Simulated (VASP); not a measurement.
Here is a VASP 6.6.1 calculation.

Contents of INCAR:

```
PREC = Accurate
ENCUT = 520
EDIFF = 1E-6
ISMEAR = 0
SIGMA = 0.1
LREAL = False
LASPH = True
NELM = 100
ALGO = Normal
ISIF = 2
LWAVE = False
LCHARG = False
GGA = PE
NBANDS = 33
```

The input KPOINTS:

```
Automatic mesh
0
Gamma
  14 8 4
```

The input POSCAR:

```
Zr2Pd2Se
1.0
    2.8627937400      0.0000000000      0.0000000000
    0.0000000000      5.6483868048      0.0000000000
    0.0000000000      0.0000000000      9.2975821108
Zr Pd Se
2 2 1
Direct
    0.0000000000      0.5000000000      0.0000000000
    0.0000000000      0.0000000000      0.0000000000
    0.0000000000      0.0000000000      0.2687659730
    0.0000000000      0.0000000000      0.7312340270
    0.5000000000      0.0000000000      0.5000000000
```

Potentials or basis: VASP PAW PBE potentials, release 64 (Zr_sv, Pd, Se).

Launch:

```console
$ cat potpaw_PBE.64/Zr_sv/POTCAR potpaw_PBE.64/Pd/POTCAR potpaw_PBE.64/Se/POTCAR > POTCAR
$ mpirun -np 1 vasp_std > vasp.out
```

**Question.** Estimate the band gap on the k mesh.

**Answer.** Zero (bands 25 and 26 overlap by 0.99 eV).

**Question.** What does it give for the largest force?

**Answer.** 0.024 eV/Å.

**Question.** Estimate the pressure.

**Answer.** 0.0 GPa.

Stress tensor (GPa, compression positive):
```
-0.03  0.00  0.00
 0.00 -0.02  0.00
 0.00  0.00  0.17
```
